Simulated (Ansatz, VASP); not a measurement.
# One calculation of TaGe3Ru, two programs

```
CELL_PARAMETERS angstrom
3.47239 0.00000 0.00000
0.00000 3.47239 0.00000
0.00000 0.00000 7.71919
ATOMIC_POSITIONS crystal
Ta 0.50000 0.50000 0.50000
Ge 0.00000 0.00000 0.83338
Ge 0.00000 0.00000 0.16662
Ge 0.00000 0.00000 0.50000
Ru 0.50000 0.50000 0.00000
```

Alike in both runs: functional PBE; k mesh 6 × 6 × 2; occupations gaussian, width 0.1 eV; no spin polarisation.

Ansatz relaxed the structure, and its values are those at the end. VASP's run is a single point on that final structure, the one shown.

|  | VASP | Ansatz |
| --- | --- | --- |
| version | VASP 6.6.1 | Ansatz 0.2.0 |
| potentials or method | VASP PAW PBE potentials, release 64 (Ta_pv, Ge_d, Ru_pv), cutoff 520 eV | scalar-relativistic, plane waves, PAW |
| valence electrons in the cell | 67 | 71 |

```tsv
	VASP	Ansatz	Ansatz less VASP
gap on the k mesh at the Fermi level (eV)	none	none	-
pressure (GPa)	0.3	0.2	-0.09
rms of the force components (eV/Å)	0.001	0.004	+0.0022
```

A gap of «none» marks a metal or a gap that the smearing closes. With one functional, cell and mesh, what is left measures potentials, basis and numerics. VASP's potentials hold 67 valence electrons a cell and Ansatz's 71, so a difference there can come from the potentials and not from the codes.

The k mesh is coarse, so the values compare programs but aren't converged. Neither program's run includes spin-orbit coupling.
